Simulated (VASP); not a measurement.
# CuO (P1) in VASP: settings compared

Aim: see how the results for CuO move with the level of theory and the settings. Levels: PBE, PBEsol, LDA, RPBE. Tasks: relaxation of cell and atoms, single point.

Everything below comes from runs of VASP 6.6.1. Logs are shortened: lines on timing, memory, paths and dates and some standing lists are left out, and cuts for length are marked.

## (1) The cell of the first run

The typed cell holds 2 atoms: a = 2.993 Å, b = 2.993 Å, c = 2.993 Å, α = 60.00°, β = 60.00°, γ = 60.00°.

## (2) Relaxation of cell and atoms, PBE

Input file INCAR:

```
PREC = Accurate
ENCUT = 600
EDIFF = 1E-6
ISMEAR = -1
SIGMA = 0.05
LREAL = False
LASPH = True
NELM = 100
ALGO = Normal
ISIF = 3
LWAVE = False
LCHARG = False
GGA = PE
IBRION = 2
NSW = 80
EDIFFG = -0.005
```

Input file KPOINTS:

```
regular mesh
0
Gamma
  9 9 9
```

Input file POSCAR:

```
CuO
1.0
    0.0000000000      2.1165600000      2.1165600000
    2.1165600000      0.0000000000      2.1165600000
    2.1165600000      2.1165600000      0.0000000000
Cu O
1 1
Direct
    0.0294977200      0.0281008700      0.9080259900
    0.4705022800      0.4718991300      0.5919740100
```

Potentials or basis: VASP PAW PBE potentials, release 64 (Cu, O).

Launch:

```
> cat potpaw_PBE.64/Cu/POTCAR potpaw_PBE.64/O/POTCAR > POTCAR
> mpirun -np 1 vasp_std > vasp.out
```

OUTCAR:

```text
PREC = Accurate
   ENCUT = 600
   EDIFF = 1E-6
   ISMEAR = -1
   LREAL = False
   LASPH = True
   NELM = 100
   ISIF = 3
   GGA = PE
   IBRION = 2
   NSW = 80
   EDIFFG = -0.005

 ion  position               nearest neighbor table
   1  0.029  0.028  0.908-   2 1.88   2 1.89   2 1.91
   2  0.471  0.472  0.592-   1 1.88   1 1.89   1 1.91

  LATTYP: Found a face centered cubic cell.
 ALAT       =     4.2331200000

  Lattice vectors:

 A1 = (   0.0000000000,   2.1165600000,   2.1165600000)
 A2 = (   2.1165600000,   0.0000000000,   2.1165600000)
 A3 = (   2.1165600000,   2.1165600000,   0.0000000000)

Analysis of symmetry for initial positions (statically):
=====================================================================
 Subroutine PRICEL returns:
 Original cell was already a primitive cell.

 Routine SETGRP: Setting up the symmetry group for a
 face centered cubic supercell.

 Subroutine GETGRP returns: Found  1 space group operations
 (whereof  1 operations were pure point group operations)
 out of a pool of 48 trial point group operations.

The static configuration has the point symmetry C_1 .

Analysis of symmetry for dynamics (positions and initial velocities):
=====================================================================
 Subroutine PRICEL returns:
 Original cell was already a primitive cell.

 Routine SETGRP: Setting up the symmetry group for a
 face centered cubic supercell.

 Subroutine GETGRP returns: Found  1 space group operations
 (whereof  1 operations were pure point group operations)
 out of a pool of 48 trial point group operations.

The dynamic configuration has the point symmetry C_1 .

 Subroutine INISYM returns: Found  1 space group operations
 (whereof  1 operations are pure point group operations),
 and found     1 'primitive' translations

----------------------------------------------------------------------------------------

                                     Primitive cell

  volume of cell :      18.9636

  direct lattice vectors                    reciprocal lattice vectors
     0.000000000  2.116560000  2.116560000    -0.236232377  0.236232377  0.236232377
     2.116560000  0.000000000  2.116560000     0.236232377 -0.236232377  0.236232377
     2.116560000  2.116560000  0.000000000     0.236232377  0.236232377 -0.236232377

  length of vectors
     2.993267858  2.993267858  2.993267858     0.409166479  0.409166479  0.409166479

  position of ions in fractional coordinates (direct lattice)
     0.029497720  0.028100870  0.908025990
     0.470502280  0.471899130  0.591974010

  ion indices of the primitive-cell ions
   primitive index   ion index
                 1           1
                 2           2

----------------------------------------------------------------------------------------

 KPOINTS: regular mesh

Automatic generation of k-mesh.
 Grid dimensions read from file:
 generate k-points for:    9    9    9

 Generating k-lattice:

  Cartesian coordinates                     Fractional coordinates (reciprocal lattice)
    -0.026248042  0.026248042  0.026248042     0.111111111  0.000000000  0.000000000
     0.026248042 -0.026248042  0.026248042     0.000000000  0.111111111  0.000000000
     0.026248042  0.026248042 -0.026248042     0.000000000  0.000000000  0.111111111

  Length of vectors
     0.045462942  0.045462942  0.045462942

  Shift w.r.t. Gamma in fractional coordinates (k-lattice)
     0.000000000  0.000000000  0.000000000

 Subroutine IBZKPT returns following result:
 ===========================================

 Found    365 irreducible k-points:

 Following reciprocal coordinates:
            Coordinates               Weight
  0.000000  0.000000  0.000000      1.000000
  0.111111  0.000000  0.000000      2.000000
  0.000000  0.111111  0.000000      2.000000
  0.000000  0.000000  0.111111      2.000000
  0.111111  0.111111  0.111111      2.000000
  0.222222  0.000000  0.000000      2.000000
[... 16 lines left out ...]
  0.111111  0.000000  0.222222      2.000000
  0.111111  0.111111 -0.111111      2.000000
 [... further k-points ...]
   k-points           NKPTS =    365   k-points in BZ     NKDIM =    365   number of bands    NBANDS=     12
   number of dos      NEDOS =    301   number of ions     NIONS =      2
   total plane-waves  NPLWV =  13824
   dimension x,y,z NGX =    24 NGY =   24 NGZ =   24
   dimension x,y,z NGXF=    48 NGYF=   48 NGZF=   48
   ions per type =               1   1
   NGX,Y,Z   is equivalent  to a cutoff of  13.33, 13.33, 13.33 a.u.
   NGXF,Y,Z  is equivalent  to a cutoff of  26.66, 26.66, 26.66 a.u.
 SYSTEM =  unknown system
   PREC   = accura    normal or accurate (medium, high low for compatibility)
   ISTART =      0    job   : 0-new  1-cont  2-samecut
   ICHARG =      2    charge: 1-file 2-atom 10-const
   ISPIN  =      1    spin polarized calculation?
   LNONCOLLINEAR =      F non collinear calculations
   LSORBIT =      F    spin-orbit coupling
   LASPH  =      T    aspherical Exc in radial PAW
   ENCUT  =  600.0 eV  44.10 Ry    6.64 a.u.   5.98  5.98  5.98*2*pi/ulx,y,z
   NELM   =    100;   NELMIN=  2; NELMDL= -5     # of ELM steps
   EDIFF  = 0.1E-05   stopping-criterion for ELM
   LREAL  =      F    real-space projection
   EDIFFG = -.5E-02   stopping-criterion for IOM
   NSW    =     80    number of steps for IOM
   IBRION =      2    ionic relax: 0-MD 1-quasi-New 2-CG
   NFREE  =      1    steps in history (QN), initial steepest desc. (CG)
   ISIF   =      3    stress and relaxation
   ISYM   =      2    0-nonsym 1-usesym 2-fastsym
   POTIM  = 0.5000    time-step for ionic-motion
   TEBEG  =    0.0;   TEEND  =   0.0 temperature during run
   PSTRESS=    0.0 pullay stress
   NELECT =      17.0000    total number of electrons
   NUPDOWN=      -1.0000    fix difference up-down
   EMIN   =  10.00;   EMAX   =-10.00  energy-range for DOS
   EFERMI =   0.00;   METHOD = LEGACY
   ISMEAR =    -1;   SIGMA  =   0.05  broadening in eV -4-tet -1-fermi 0-gaus
   EFERMI_NEDOS =   21; number of points for ismear=-14 and -15
   IALGO  =     38    algorithm
   IMIX   =      4    mixing-type and parameters
     AMIX     =   0.40;   BMIX     =  1.00
     AMIX_MAG =   1.60;   BMIX_MAG =  1.00
  volume/ion in A,a.u.               =       9.48        63.99
  Fermi-wavevector in a.u.,A,eV,Ry     =   1.578522  2.982973 33.902055  2.491731
  Thomas-Fermi vector in A             =   2.679040
   LORBIT       =      0    0 simple, 1 ext, 2 COOP (PROOUT), +10 PAW based schemes
   GGA     = PE    functional components
   LHFCALC =     F    Hartree Fock is set to
   AEXX    =    0.0000 exact exchange contribution
   IVDW    =     0    specifies the selected vdW correction
   LEPSILON=     F    determine dielectric tensor
   LRPA    =     F    only Hartree local field effects (RPA)
 conjugate gradient relaxation of ions
 non-spin polarized calculation
  energy-cutoff  :      600.00
  volume of cell :       18.96
 maximum number of plane-waves:       642
   NGX = 11   NGY = 11   NGZ = 11

--------------------------------------- Ionic step        1  -------------------------------------------

 number of electron      17.0000002 magnetization

 Free energy of the ion-electron system (eV)
  ---------------------------------------------------
  ext. energy  EPLUGINS =         0.00000000
  ---------------------------------------------------
  free energy    TOTEN  =        -9.11409756 eV

  energy without entropy =       -9.08998129  energy(sigma->0) =       -9.10203943

------------------------ aborting loop because EDIFF is reached ----------------------------------------

  FORCE on cell =-STRESS in cart. coord.  units (eV):
  Direction    XX          YY          ZZ          XY          YZ          ZX
  --------------------------------------------------------------------------------------
  -------------------------------------------------------------------------------------
  Total        2.4448182      2.3395064      2.0080050     -0.5326337      0.4195266      0.4439582
  in kB      206.5548555    197.6573982    169.6499035    -45.0005136     35.4444592     37.5086029
  external PRESSURE =     191.2873857 kB  Pullay stress =       0.0000000 kB
[... 89 lines left out ...]
  FREE ENERGIE OF THE ION-ELECTRON SYSTEM (eV)
  ---------------------------------------------------
  free  energy   TOTEN  =        -9.2635729168 eV

  energy  without entropy=       -9.2401444161  energy(sigma->0) =       -9.25185867

[... ionic steps 4 to 20 ...]

--------------------------------------- Ionic step       21  -------------------------------------------

 number of electron      17.0000011 magnetization

------------------------ aborting loop because EDIFF is reached ----------------------------------------

  FORCE on cell =-STRESS in cart. coord.  units (eV):
  Direction    XX          YY          ZZ          XY          YZ          ZX
  --------------------------------------------------------------------------------------
  -------------------------------------------------------------------------------------
  Total       -0.0066043     -0.0045797     -0.0024040      0.0019112     -0.0040117     -0.0036186
  in kB       -0.5533597     -0.3837258     -0.2014229      0.1601337     -0.3361358     -0.3031975
  external PRESSURE =      -0.3795028 kB  Pullay stress =       0.0000000 kB
[... 57 lines left out ...]
  energy  without entropy=       -9.5401319103  energy(sigma->0) =       -9.54470642

--------------------------------------- Ionic step       23  -------------------------------------------

 number of electron      17.0000011 magnetization

 Free energy of the ion-electron system (eV)
  ---------------------------------------------------
  ext. energy  EPLUGINS =         0.00000000
  ---------------------------------------------------
  free energy    TOTEN  =        -9.54928098 eV

  energy without entropy =       -9.54013079  energy(sigma->0) =       -9.54470588

 E-fermi :   6.1503     XC(G=0): -12.3778

 val. band max:        6.1175752320   @ k =   0.0000  -0.3333   0.3333
 cond. band min:       6.1648011091   @ k =   0.2222   0.3333   0.3333
 fundamental gap:      0.0472258771
 Fermi energy:         6.1503132573

 k-point     1 :       0.0000    0.0000    0.0000
  band No.  band energies     occupation
      1     -13.3873      2.00000
      2       3.6686      2.00000
      3       3.6689      2.00000
      4       3.6708      2.00000
      5       3.7651      2.00000
      6       3.7666      2.00000
      7       3.7704      2.00000
      8       3.9229      2.00000
      9       3.9230      2.00000
     10       7.5015      0.00000
     11      24.2682      0.00000
     12      24.7480      0.00000
[... 331 lines left out ...]
 k-point    24 :       0.1111    0.1111   -0.1111
  band No.  band energies     occupation
      1     -12.9544      2.00000
      2       1.1143      2.00000
      3       2.3813      2.00000
      4       2.5390      2.00000
      5       3.6743      2.00000
      6       4.0124      2.00000
      7       4.3483      2.00000
      8       4.9339      2.00000
      9       5.4893      2.00000
     10      10.0123      0.00000
     11      19.5922      0.00000
     12      21.4426      0.00000

 [... further k-points ...]

------------------------ aborting loop because EDIFF is reached ----------------------------------------

  FORCE on cell =-STRESS in cart. coord.  units (eV):
  Direction    XX          YY          ZZ          XY          YZ          ZX
  --------------------------------------------------------------------------------------
  -------------------------------------------------------------------------------------
  Total       -0.0037771     -0.0039895     -0.0055306      0.0016657     -0.0027297     -0.0025308
  in kB       -0.3166134     -0.3344242     -0.4636091      0.1396271     -0.2288143     -0.2121461
  external PRESSURE =      -0.3715489 kB  Pullay stress =       0.0000000 kB
[... 17 lines left out ...]
  FREE ENERGIE OF THE ION-ELECTRON SYSTEM (eV)
  ---------------------------------------------------
  free  energy   TOTEN  =        -9.5492809811 eV

  energy  without entropy=       -9.5401307880  energy(sigma->0) =       -9.54470588

 reached required accuracy - stopping structural energy minimisation
```

Wall time 13 min (1 thread of Intel Xeon Platinum 8259CL at 2.50GHz (Skylake/Cascade Lake), shared host); peak memory 0.26 GiB.

What came out:

```
Free energy                           : -9.5493 eV
Relaxed volume                        : 9.56 Å³/atom
Relaxed cell                          : a = 3.002 Å, b = 3.002 Å, c = 3.001 Å, α = 59.97°, β = 59.98°, γ = 60.00°
Space group after relaxing (to 0.1 Å) : Fm-3m (No. 225)
Energy gained by relaxing             : 217.6 meV/atom
Ionic steps                           : 23
Pressure after relaxing               : 0.0 GPa
Band gap on the k mesh                : zero (an odd number of electrons rules out a gap without spin polarisation)
```

Step by step:
```csv
step,energy change (eV),largest force (eV/Å),pressure (GPa),volume (Å³)
1,0.0000,1.0675,19.13,18.96
2,-0.1037,0.3947,-11.93,22.24
3,-0.1495,0.6071,-3.35,20.95
4,-0.2020,0.7854,-4.29,20.67
5,-0.3703,0.5715,-4.68,19.85
6,-0.1941,1.3383,14.65,18.23
7,-0.4080,0.2020,-2.34,19.39
8,-0.4105,0.0148,-1.04,19.23
9,-0.4107,0.0510,-1.36,19.26
10,-0.4214,0.1590,3.88,18.73
11,-0.4221,0.1148,2.81,18.83
12,-0.4326,0.1311,-0.11,19.14
13,-0.4329,0.1349,-0.70,19.20
14,-0.4348,0.0431,0.22,19.10
15,-0.4349,0.0257,0.34,19.08
16,-0.4351,0.0044,-0.31,19.15
17,-0.4351,0.0047,-0.19,19.14
18,-0.4351,0.0077,-0.03,19.12
19,-0.4351,0.0139,0.10,19.11
20,-0.4352,0.0081,0.00,19.12
21,-0.4352,0.0067,-0.04,19.12
22,-0.4352,0.0005,0.07,19.11
23,-0.4352,0.0011,-0.04,19.11
```

Final structure:
```yaml
crystal:
  lattice:
    - [0.00047, 2.12289, 2.12225]
    - [2.12325, 0.00063, 2.12209]
    - [2.12191, 2.12184, 0.00046]
  atoms:
    - { symbol: Cu, position: [0.00000, 0.99999, 0.99999] }
    - { symbol: O, position: [0.50000, 0.50001, 0.50001] }
```

Caveat: an odd number of electrons without spin polarisation forces a metal; a magnetic or distorted state may lie lower; semilocal functionals often make such compounds metallic where correlation or magnetic order opens a gap, which also shifts bond lengths.

(Continued in part 2 of 3.)

The gap in the log of VASP goes by the Fermi energy; the results here count the filled bands.